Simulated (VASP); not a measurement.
# RbAg4 in VASP: further runs, part 2 of 2

VASP 6.6.1.

### Step 4. Relaxation of cell and atoms, PBE

This run uses another cell than the first one, of 27.47 Å³/atom.

The input, INCAR:

```
SYSTEM = RbAg4
  ALGO = Normal
  EDIFF = 1E-6
  EDIFFG = -0.08
  ENCUT = 600
  GGA = PE
  IBRION = 2
  ISIF = 3
  ISMEAR = 0
  LASPH = .True.
  LCHARG = .False.
  LREAL = .False.
  LWAVE = .False.
  NELM = 100
  NSW = 36
  PREC = Accurate
  SIGMA = 0.2
```

The input, KPOINTS:

```
k-points
0
Gamma
  4 4 3
  0 0 0
```

The input, POSCAR:

```
RbAg4
1.0
    5.2791633500      0.0000000000      0.0000000000
   -2.6395816800      4.5718895700      0.0000000000
    0.0000000000      0.0000000000      5.6900764600
Rb Ag
1 4
Direct
    0.0000000000      0.0000000000      0.5000000000
    0.5198922900      0.0000000000      0.0000000000
    0.0000000000      0.5198922900      0.0000000000
    0.4801077100      0.4801077100      0.0000000000
    0.0000000000      0.0000000000      0.0000000000
```

Potentials or basis: VASP PAW PBE potentials, release 64 (Rb_sv, Ag).

On the command line:

```console
> cat potpaw_PBE.64/Rb_sv/POTCAR potpaw_PBE.64/Ag/POTCAR > POTCAR
> mpirun -np 1 vasp_std > vasp.out
```

OUTCAR:

```text
SYSTEM = RbAg4
   EDIFF = 1E-6
   EDIFFG = -0.08
   ENCUT = 600
   GGA = PE
   IBRION = 2
   ISIF = 3
   ISMEAR = 0
   LASPH = .True.
   LREAL = .False.
   NELM = 100
   NSW = 36
   PREC = Accurate

 ion  position               nearest neighbor table
   1  0.000  0.000  0.500-   5 2.85   5 2.85   4 3.81   4 3.81   2 3.81   2 3.81   3 3.81   3 3.81
                             4 3.95   4 3.95   2 3.95   2 3.95   3 3.95   3 3.95
   2  0.520  0.000  0.000-   5 2.53   3 2.65   3 2.65   4 2.65   4 2.65   5 2.74   1 3.81   1 3.81
                             1 3.95   1 3.95
   3  0.000  0.520  0.000-   5 2.53   2 2.65   2 2.65   4 2.65   4 2.65   5 2.74   1 3.81   1 3.81
                             1 3.95   1 3.95
   4  0.480  0.480  0.000-   5 2.53   3 2.65   3 2.65   2 2.65   2 2.65   5 2.74   1 3.81   1 3.81
                             1 3.95   1 3.95
   5  0.000  0.000  0.000-   4 2.53   2 2.53   3 2.53   4 2.74   2 2.74   3 2.74   1 2.85   1 2.85

  LATTYP: Found a hexagonal cell.
 ALAT       =     5.2791633500
[... 180 lines left out ...]
  Total       10.6993520     10.6993519      6.8567333     -0.0000000      0.0000000      0.0000000
  in kB      124.8214209    124.8214208     79.9924325     -0.0000001      0.0000000      0.0000000
  external PRESSURE =     109.8784247 kB  Pullay stress =       0.0000000 kB
[... 299 lines left out ...]
--------------------------------------- Ionic step        9  -------------------------------------------

 number of electron      53.0000006 magnetization

 Free energy of the ion-electron system (eV)
  ---------------------------------------------------
  ext. energy  EPLUGINS =         0.00000000
  ---------------------------------------------------
  free energy    TOTEN  =       -11.52032732 eV

  energy without entropy =      -11.49270034  energy(sigma->0) =      -11.50651383

 E-fermi :   2.3865     XC(G=0):  -7.8150

 val. band max:        2.3568393769   @ k =   0.2500   0.0000   0.3333
 cond. band min:       2.7996545418   @ k =   0.0000   0.0000   0.0000
 fundamental gap:      0.4428151649
 Fermi energy:         2.3865458253

 k-point     1 :       0.0000    0.0000    0.0000
  band No.  band energies     occupation
      1     -25.7354      2.00000
      2      -9.8338      2.00000
      3      -9.8338      2.00000
      4      -9.8160      2.00000
      5      -3.8449      2.00000
      6      -3.5324      2.00000
[... 293 lines left out ...]
  FREE ENERGIE OF THE ION-ELECTRON SYSTEM (eV)
  ---------------------------------------------------
  free  energy   TOTEN  =       -11.5203273184 eV

  energy  without entropy=      -11.4927003447  energy(sigma->0) =      -11.50651383

 reached required accuracy - stopping structural energy minimisation
```

OSZICAR:

```text
N       E                     dE             d eps       ncg     rms          rms(c)
DAV:   1     0.373731888786E+03    0.37373E+03   -0.27846E+04   496   0.174E+03
DAV:   2     0.514681363521E+01   -0.36859E+03   -0.35758E+03   541   0.359E+02
DAV:   3    -0.109697512709E+02   -0.16117E+02   -0.16016E+02   660   0.707E+01
[... 98 lines left out ...]
DAV:   3    -0.115203768465E+02    0.13220E-03   -0.29726E-04   538   0.973E-02    0.595E-02
DAV:   4    -0.115203238554E+02    0.52991E-04   -0.18423E-04   630   0.670E-02    0.139E-02
DAV:   5    -0.115203255529E+02   -0.16974E-05   -0.81242E-06   577   0.140E-02    0.865E-03
DAV:   6    -0.115203271621E+02   -0.16092E-05   -0.14756E-06   403   0.661E-03    0.211E-03
DAV:   7    -0.115203273184E+02   -0.15631E-06   -0.11934E-07   248   0.230E-03
   9 F= -.11520327E+02 E0= -.11506514E+02  d E =-.236667E-02
```

CONTCAR:

```text
RbAg4
   1.00000000000000
     5.5827759138768434   -0.0000000003025090    0.0000000000000000
    -2.7913879624879590    4.8348257630800733   -0.0000000000000000
     0.0000000000000000   -0.0000000000000000    6.5862891912062738
  Rb              Ag
     1     4
Direct
     0.0000000000000000    0.0000000000000000    0.5000000000000000
     0.5024765284483320    0.0000000000002596    1.0000000000000000
     0.0000000000002120    0.5024765284482368    1.0000000000000000
     0.4975234715514560    0.4975234715515038    0.0000000000000000
     0.0000000000000000    0.0000000000000000    0.0000000000000000

  0.00000000E+00  0.00000000E+00  0.00000000E+00
  0.00000000E+00  0.00000000E+00  0.00000000E+00
  0.00000000E+00  0.00000000E+00  0.00000000E+00
  0.00000000E+00  0.00000000E+00  0.00000000E+00
  0.00000000E+00  0.00000000E+00  0.00000000E+00
```

Run time: 6.4 min. Hardware: 1 thread of Oxide Virtual Turin-like, shared host; peak memory 0.26 GiB.

Results:

| Quantity | Value |
| --- | --- |
| Free energy | -11.5203 eV |
| Relaxed volume | 35.56 Å³/atom |
| Relaxed cell | a = 5.583 Å, b = 5.583 Å, c = 6.586 Å, α = 90.00°, β = 90.00°, γ = 120.00° |
| Space group after relaxing (to 0.1 Å) | P6/mmm (No. 191) |
| Energy gained by relaxing | 211.8 meV/atom |
| Ionic steps | 9 |
| Pressure after relaxing | -0.1 GPa |
| Largest force after relaxing | 0.061 eV/Å |
| Band gap on the k mesh | zero (an odd number of electrons rules out a gap without spin polarisation) |

Forces in eV/Å, atoms in the order of the input:
```
Rb   0.000  0.000  0.000
Ag  -0.061  0.000  0.000
Ag   0.031 -0.053  0.000
Ag   0.031  0.053  0.000
Ag   0.000  0.000  0.000
```

Step by step:
```
step  energy change (eV)  largest force (eV/Å)  pressure (GPa)  volume (Å³)
   1              0.0000                0.9455           10.99       137.33
   2             -0.7101                0.1758           -1.91       178.21
   3             -0.8235                0.3189            0.38       164.04
   4             -0.9696                0.2595            0.25       168.45
   5             -1.0486                0.1725            0.33       174.12
   6             -1.0509                0.1537            0.38       175.20
   7             -1.0567                0.0938           -0.21       178.35
   8             -1.0568                0.0987           -0.16       178.07
   9             -1.0591                0.0611           -0.10       177.78
```

Final structure:
```
Rb Ag
1.0
     5.58278    0.00000    0.00000
    -2.79139    4.83483    0.00000
     0.00000    0.00000    6.58629
Rb Ag
1 4
Direct
  0.00000 0.00000 0.50000
  0.50248 0.00000 0.00000
  0.00000 0.50248 0.00000
  0.49752 0.49752 0.00000
  0.00000 0.00000 0.00000
```

Caveat: the k points lie up to 0.32 Å⁻¹ apart in the final cell, too coarse for converged energies and pressures of a metal; the volume moved by over 15 % at a fixed basis, so the end points are rough; the relaxation stopped at a loose force limit of 0.08 eV/Å, so its end isn't a converged minimum.

### Step 5. Single point, PBE

This run uses another cell than the first one, of 35.46 Å³/atom.

The input, INCAR:

```
SYSTEM = RbAg4
ALGO = Fast ; EDIFF = 1E-7
ENCUT = 520 ; GGA = PE
ISIF = 2 ; ISMEAR = 0
LASPH = .TRUE. ; LCHARG = .FALSE.
LREAL = .FALSE. ; LWAVE = .FALSE.
NBANDS = 34 ; NELM = 100
PREC = Accurate ; SIGMA = 0.1
```

The input, KPOINTS:

```
k-points
0
G
  6 6 6
  0 0 0
```

The input, POSCAR:

```
RbAg4
1.0
    5.6175707872      0.0000000000      0.0000000000
   -2.8087853936      4.8649590093      0.0000000000
    0.0000000000      0.0000000000      6.4876882674
Rb Ag
1 4
Direct
    0.0000000000      0.0000000000      0.5000000000
    0.5000000000      0.0000000000      0.0000000000
    0.0000000000      0.5000000000      0.0000000000
    0.5000000000      0.5000000000      0.0000000000
    0.0000000000      0.0000000000      0.0000000000
```

Potentials or basis: VASP PAW PBE potentials, release 64 (Rb_sv, Ag).

On the command line:

```console
> cat potpaw_PBE.64/Rb_sv/POTCAR potpaw_PBE.64/Ag/POTCAR > POTCAR
> mpirun -np 1 vasp_std > vasp.out
```

OUTCAR:

```text
SYSTEM = RbAg4
   EDIFF = 1E-7
   ENCUT = 520
   GGA = PE
   ISIF = 2
   ISMEAR = 0
   LASPH = .TRUE.
   LREAL = .FALSE.
   NELM = 100
   PREC = Accurate

 ion  position               nearest neighbor table
   1  0.000  0.000  0.500-   5 3.24   5 3.24   2 4.29   2 4.29   2 4.29   2 4.29   4 4.29   3 4.29
                             3 4.29   3 4.29   4 4.29   3 4.29   4 4.29   4 4.29
   2  0.500  0.000  0.000-   5 2.81   5 2.81   3 2.81   4 2.81   4 2.81   3 2.81   1 4.29   1 4.29
                             1 4.29   1 4.29
   3  0.000  0.500  0.000-   4 2.81   4 2.81   5 2.81   5 2.81   2 2.81   2 2.81   1 4.29   1 4.29
                             1 4.29   1 4.29
   4  0.500  0.500  0.000-   3 2.81   3 2.81   5 2.81   2 2.81   2 2.81   5 2.81   1 4.29   1 4.29
                             1 4.29   1 4.29
   5  0.000  0.000  0.000-   2 2.81   2 2.81   4 2.81   3 2.81   3 2.81   4 2.81   1 3.24   1 3.24

  LATTYP: Found a hexagonal cell.
 ALAT       =     5.6175707872
 C/A-ratio  =     1.1548921256

  Lattice vectors:

 A1 = (   5.6175707872,   0.0000000000,   0.0000000000)
 A2 = (  -2.8087853936,   4.8649590093,   0.0000000000)
 A3 = (   0.0000000000,   0.0000000000,   6.4876882674)

Analysis of symmetry for initial positions (statically):
=====================================================================
 Subroutine PRICEL returns:
 Original cell was already a primitive cell.

 Routine SETGRP: Setting up the symmetry group for a
 hexagonal supercell.

 Subroutine GETGRP returns: Found 24 space group operations
 (whereof 24 operations were pure point group operations)
 out of a pool of 24 trial point group operations.

The static configuration has the point symmetry D_6h.

Analysis of symmetry for dynamics (positions and initial velocities):
=====================================================================
 Subroutine PRICEL returns:
 Original cell was already a primitive cell.

[... 135 lines left out ...]
  Fermi-wavevector in a.u.,A,eV,Ry     =   1.094614  2.068520 16.302217  1.198179
  Thomas-Fermi vector in A             =   2.230922
   LORBIT       =      0    0 simple, 1 ext, 2 COOP (PROOUT), +10 PAW based schemes
   GGA     = PE    functional components
   LHFCALC =     F    Hartree Fock is set to
   AEXX    =    0.0000 exact exchange contribution
   IVDW    =     0    specifies the selected vdW correction
   LEPSILON=     F    determine dielectric tensor
   LRPA    =     F    only Hartree local field effects (RPA)
 non-spin polarized calculation
 RMM-DIIS sequential band-by-band and
 Gauss-broadening in eV      SIGMA  =   0.10
  energy-cutoff  :      520.00
  volume of cell :      177.30
 maximum number of plane-waves:      4824
 NGX is ok and might be reduce to    42
   NGX = 21   NGY = 21   NGZ = 25

 number of electron      52.9999995 magnetization

 Free energy of the ion-electron system (eV)
  ---------------------------------------------------
  ext. energy  EPLUGINS =         0.00000000
  ---------------------------------------------------
  free energy    TOTEN  =       -11.33029676 eV

  energy without entropy =      -11.32627392  energy(sigma->0) =      -11.32828534

 E-fermi :   2.4423     XC(G=0):  -7.8090

 val. band max:        2.4106287510   @ k =   0.0000   0.0000   0.1667
 cond. band min:       2.5410908387   @ k =   0.1667  -0.0000   0.1667
 fundamental gap:      0.1304620877
 Fermi energy:         2.4423343046

 k-point     1 :       0.0000    0.0000    0.0000
  band No.  band energies     occupation
      1     -25.7436      2.00000
      2      -9.8438      2.00000
      3      -9.8438      2.00000
      4      -9.8319      2.00000
      5      -3.7058      2.00000
      6      -3.3791      2.00000
[... 877 lines left out ...]
     33       7.7619      0.00000
     34       7.9832      0.00000

 [... further k-points ...]

------------------------ aborting loop because EDIFF is reached ----------------------------------------

  FORCE on cell =-STRESS in cart. coord.  units (eV):
  Direction    XX          YY          ZZ          XY          YZ          ZX
  --------------------------------------------------------------------------------------
  -------------------------------------------------------------------------------------
  Total       -0.0607977     -0.0607977     -0.0080347      0.0000000      0.0000000      0.0000000
  in kB       -0.5493894     -0.5493894     -0.0726047      0.0000000      0.0000000      0.0000000
  external PRESSURE =      -0.3904612 kB  Pullay stress =       0.0000000 kB

 VOLUME and BASIS-vectors are now :
 -----------------------------------------------------------------------------
  energy-cutoff  :      520.00
  volume of cell :      177.30
      direct lattice vectors                 reciprocal lattice vectors
     5.617570787  0.000000000  0.000000000     0.178012888  0.102775789  0.000000000
    -2.808785394  4.864959009  0.000000000     0.000000000  0.205551578  0.000000000
     0.000000000  0.000000000  6.487688267     0.000000000  0.000000000  0.154138109

 POSITION                                       TOTAL-FORCE (eV/Angst)
 -----------------------------------------------------------------------------------
      0.00000      0.00000      3.24384        -0.000000      0.000000      0.000000
      2.80879      0.00000      0.00000         0.000000      0.000000      0.000000
     -1.40439      2.43248      0.00000        -0.000000      0.000000      0.000000
      1.40439      2.43248      0.00000        -0.000000      0.000000      0.000000
      0.00000      0.00000      0.00000        -0.000000      0.000000      0.000000
 -----------------------------------------------------------------------------------
    total drift:                                0.000000      0.000000     -0.000000

  FREE ENERGIE OF THE ION-ELECTRON SYSTEM (eV)
  ---------------------------------------------------
  free  energy   TOTEN  =       -11.3302967577 eV

  energy  without entropy=      -11.3262739181  energy(sigma->0) =      -11.32828534
```

stdout:

```text
POSCAR found type information on POSCAR RbAg
 POSCAR found :  2 types and       5 ions
 scaLAPACK will be used
 LDA part: xc-table for (Slater+PW92), standard interpolation
 POSCAR, INCAR and KPOINTS ok, starting setup
 FFT: planning ... GRIDC
 FFT: planning ... GRID_SOFT
 FFT: planning ... GRID
 WAVECAR not read
 entering main loop
WARNING in EDDRMM: call to ZHEGV failed, returncode =   8  4     30
WARNING in EDDRMM: call to ZHEGV failed, returncode =   8  4     16
WARNING in EDDRMM: call to ZHEGV failed, returncode =   6  3      6
WARNING in EDDRMM: call to ZHEGV failed, returncode =   6  3     29
 num prob  num prob RMM:  17    -0.113302964812E+02   -0.43541E-06   -0.43828E-06  2410   0.512E-03    0.705E-04
 num prob  num prob WARNING in EDDRMM: call to ZHEGV failed, returncode =   6  3     13
 num prob  num prob  num prob  num prob WARNING in EDDRMM: call to ZHEGV failed, returncode =   6  3     18
 num prob  num prob  num prob  num prob RMM:  18    -0.113302966816E+02   -0.20041E-06   -0.19454E-06  1960   0.334E-03    0.360E-04
 num prob  num prob  num prob  num prob  num prob  num prob  num prob  num prob  num prob  num prob  num prob  num prob  num prob  num prob  num prob  num prob  num prob  num prob  num prob  num prob  num prob  num prob  num prob  num prob  num prob  num prob  num prob  num prob  num prob  num prob  num prob  num prob WARNING in EDDRMM: call to ZHEGV failed, returncode =   6  3     27
 num prob RMM:  19    -0.113302967577E+02   -0.76147E-07   -0.66722E-07  1650   0.216E-03
```

Wall time 6.6 min (1 thread of Oxide Virtual Turin-like, shared host); peak memory 0.31 GiB.

Results:

| Item | Value |
| --- | --- |
| Free energy | -11.3303 eV |
| Pressure | 0.0 GPa |
| Band gap on the k mesh | zero (an odd number of electrons rules out a gap without spin polarisation) |

### Step 6. Relaxation of cell and atoms, PBE

The input, INCAR:

```
SYSTEM = RbAg4
PREC     = Accurate       ! precision mode
ENCUT    = 600            ! plane-wave cutoff, eV
EDIFF    = 1E-7           ! SCF threshold, eV
ISMEAR   = 0              ! smearing method
SIGMA    = 0.1            ! smearing width, eV
LREAL    = .False.        ! projectors in reciprocal space
LASPH    = .True.         ! aspherical terms in the spheres
NELM     = 60             ! most SCF steps
ALGO     = Fast           ! electronic algorithm
ISIF     = 3              ! what is computed and relaxed
LWAVE    = .False.        ! write WAVECAR
LCHARG   = .False.        ! write CHGCAR
GGA      = PE             ! functional
IBRION   = 2              ! ionic algorithm
NSW      = 100            ! ionic steps
EDIFFG   = -0.01          ! ionic threshold
```

The input, KPOINTS:

```
regular mesh
0
Gamma
  6 6 6
  0 0 0
```

Edit POSCAR of step 5 so:

```diff
@@ -2,5 +2,5 @@
 1.0
-    5.6175707872      0.0000000000      0.0000000000
-   -2.8087853936      4.8649590093      0.0000000000
-    0.0000000000      0.0000000000      6.4876882674
+    5.5725922412      0.0000000000      0.0000000000
+   -2.7862961206      4.8260064458      0.0000000000
+    0.0000000000      0.0000000000      6.5293793404
 Rb Ag
```

Potentials or basis: VASP PAW PBE potentials, release 64 (Rb_sv, Ag).

On the command line:

```console
> cat potpaw_PBE.64/Rb_sv/POTCAR potpaw_PBE.64/Ag/POTCAR > POTCAR
> mpirun -np 1 vasp_std > vasp.out
```

Run time: 24 min. Hardware: 1 thread of Oxide Virtual Turin-like, shared host; peak memory 0.43 GiB.

It converged, with:

| Quantity | Value |
| --- | --- |
| Free energy | -11.3292 eV |
| Relaxed volume | 35.38 Å³/atom |
| Relaxed cell | a = 5.615 Å, b = 5.615 Å, c = 6.479 Å, α = 90.00°, β = 90.00°, γ = 120.00° |
| Space group after relaxing (to 0.1 Å) | P6/mmm (No. 191) |
| Energy gained by relaxing | 1.6 meV/atom |
| Ionic steps | 6 |
| Pressure after relaxing | 0.0 GPa |
| Band gap on the k mesh | zero (an odd number of electrons rules out a gap without spin polarisation) |

Step by step:
```
step  energy change (eV)  largest force (eV/Å)  pressure (GPa)  volume (Å³)
   1              0.0000                0.0000            0.54       175.60
   2             -0.0071                0.0000           -0.21       178.64
   3             -0.0077                0.0000           -0.06       177.98
   4             -0.0077                0.0000           -0.07       178.03
   5             -0.0079                0.0000           -0.06       177.75
   6             -0.0081                0.0000            0.00       176.90
```

Final structure:
```
Rb Ag
1.0
     5.61491    0.00000    0.00000
    -2.80745    4.86265    0.00000
     0.00000    0.00000    6.47917
Rb Ag
1 4
Direct
  0.00000 0.00000 0.50000
  0.50000 0.00000 0.00000
  0.00000 0.50000 0.00000
  0.50000 0.50000 0.00000
  0.00000 0.00000 0.00000
```

Levels at points of the mesh, in eV from the Fermi level:
```csv
k point,band 22,band 23,band 24,band 25,band 26,band 27,band 28,band 29,band 30,band 31
"(0.00, 0.00, 0.00)",-3.14,-2.45,-2.45,-2.36,0.47,1.45,1.45,1.60,1.81,3.54
"(0.50, 0.00, 0.00)",-3.40,-3.28,-3.25,-3.07,-2.87,1.03,1.22,2.07,2.83,3.39
"(0.00, 0.00, 0.50)",-3.14,-2.45,-2.45,-2.36,-0.97,1.21,1.21,1.68,3.11,3.84
"(0.50, 0.00, 0.50)",-3.40,-3.28,-3.25,-2.86,-2.75,1.07,1.09,1.36,1.36,3.32
```

### Step 7. Overview

| task | cell | k mesh | cutoff (eV) | smearing | gap on the mesh (eV) | pressure (GPa) | relaxed volume (Å³/atom) | largest force (eV/Å) |
| --- | --- | --- | --- | --- | --- | --- | --- | --- |
| single point | a = 5.573, b = 5.573, c = 6.529 Å, angles 90.0, 90.0, 120.0°, 5 atoms, atomic positions A | 4 × 4 × 3 | 520 | gaussian 0.2 eV | none | 0.1 | - | 0.01 |
| single point | a = 5.618, b = 5.618, c = 6.488 Å, angles 90.0, 90.0, 120.0°, 5 atoms, atomic positions A | 6 × 6 × 4 | 520 | gaussian 0.2 eV | none | 0.0 | - | - |
| relaxation of cell and atoms | relaxed from a = 5.279, b = 5.279, c = 5.690 Å, angles 90.0, 90.0, 120.0°, 5 atoms, atomic positions B | 4 × 4 × 3 | 600 | gaussian 0.2 eV | none | -0.1 | 35.56 | 0.06 |
| single point | a = 5.618, b = 5.618, c = 6.488 Å, angles 90.0, 90.0, 120.0°, 5 atoms, atomic positions A | 6 × 6 × 6 | 520 | gaussian 0.1 eV | none | 0.0 | - | - |
| relaxation of cell and atoms | relaxed from a = 5.573, b = 5.573, c = 6.529 Å, angles 90.0, 90.0, 120.0°, 5 atoms, atomic positions A | 6 × 6 × 6 | 600 | gaussian 0.1 eV | none | 0.0 | 35.38 | - |

Alike in all rows: level PBE; potentials or basis VASP PAW PBE potentials, release 64 (Rb_sv, Ag); no spin polarisation.

Caveats: some runs use coarse meshes; the volume moved by over 15 % at a fixed basis, so the end points are rough (at least some runs); the relaxation stopped at a loose force limit of 0.08 eV/Å, so its end isn't a converged minimum (at least some runs).

Absolute energies hang on the potentials; compare differences alone.
